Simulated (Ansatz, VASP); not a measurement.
## Two plane-wave programs on TiSe2

```
Ti Se
1.0
     3.43764    0.00000    0.00000
    -1.71882    2.97708    0.00000
     0.00000    0.00000    5.80904
Ti Se
1 2
Direct
  0.00000 0.00000 0.00000
  0.33333 0.66667 0.26485
  0.66667 0.33333 0.73515
```

Alike in both runs: task relaxation of cell and atoms; functional LDA; k mesh 15 × 15 × 8; occupations gaussian, width 0.1 eV; no spin polarisation.

|  | VASP | Ansatz |
| --- | --- | --- |
| version | VASP 6.6.1 | Ansatz 0.2.0 |
| potentials or method | VASP PAW LDA potentials, release 64 (Ti_sv, Se), cutoff 500 eV | scalar-relativistic, plane waves, PAW |
| valence electrons in the cell | 24 | 44 |

Ansatz gave:

```
gap on the k mesh at the Fermi level, each at its own relaxed structure (eV) : none
relaxed volume (Å³/atom)                                                     : 19.82
relaxed cell length with the largest relative difference (Å)                 : 3.438
```

Question: Which values does VASP return?

Answer: gap on the k mesh at the Fermi level, each at its own relaxed structure (eV): none; relaxed volume (Å³/atom): 19.84; relaxed cell length with the largest relative difference (Å): 3.440.

LDA's correlation is that of Perdew and Zunger in VASP and of Perdew and Wang (1992) in Ansatz. A gap of «none» marks a metal or a gap that the smearing closes. VASP's potentials hold 24 valence electrons a cell and Ansatz's 44, so a difference there can come from the potentials and not from the codes.
